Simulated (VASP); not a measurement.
The system is Pd.

```xyz
1
Lattice="0.0000 1.9449 1.9449 1.9449 0.0000 1.9449 1.9449 1.9449 0.0000" Properties=species:S:1:pos:R:3 pbc="T T T"
Pd    0.0000    0.0000    0.0000
```

```yaml
Program: VASP 6.6.1
Task: relaxation of cell and atoms
Functional: BLYP
Potentials_or_basis: VASP PAW PBE potentials, release 64 (Pd)
Cutoff: 600 eV
k_mesh: 14 × 14 × 14
Occupations: fermi-dirac, width 0.05 eV
Spin: collinear spin, ferromagnetic start
Starting_moments: "[0.5] μB"
```

At the start: pressure 19.6 GPa; volume 14.71 Å³/atom.

Problem. How do energy, volume and symmetry change on relaxing?

Solution. Over 4 steps the energy falls by 92.6 meV/atom and the volume is 16.43 Å³/atom (+11.6 %); space group Fm-3m (No. 225, to 0.05 Å); moment 0.39 μB per cell.

The path:
```tsv
step	energy change (eV)	largest force (eV/Å)	pressure (GPa)	volume (Å³)
1	0.0000	0.0000	19.65	14.71
2	0.0209	0.0000	-12.50	18.90
3	-0.0926	0.0000	-0.43	16.47
4	-0.0926	0.0000	-0.09	16.43
```

Final structure:
```xyz
1
Lattice="0.0000 2.0176 2.0176 2.0176 0.0000 2.0176 2.0176 2.0176 0.0000" Properties=species:S:1:pos:R:3 pbc="T T T"
Pd    0.0000    0.0000    0.0000
```

Caveat: the PAW data sets were made with another functional, which shifts forces and pressure a little; the volume moved by +12 % from the deposited cell, more than functionals usually miss.
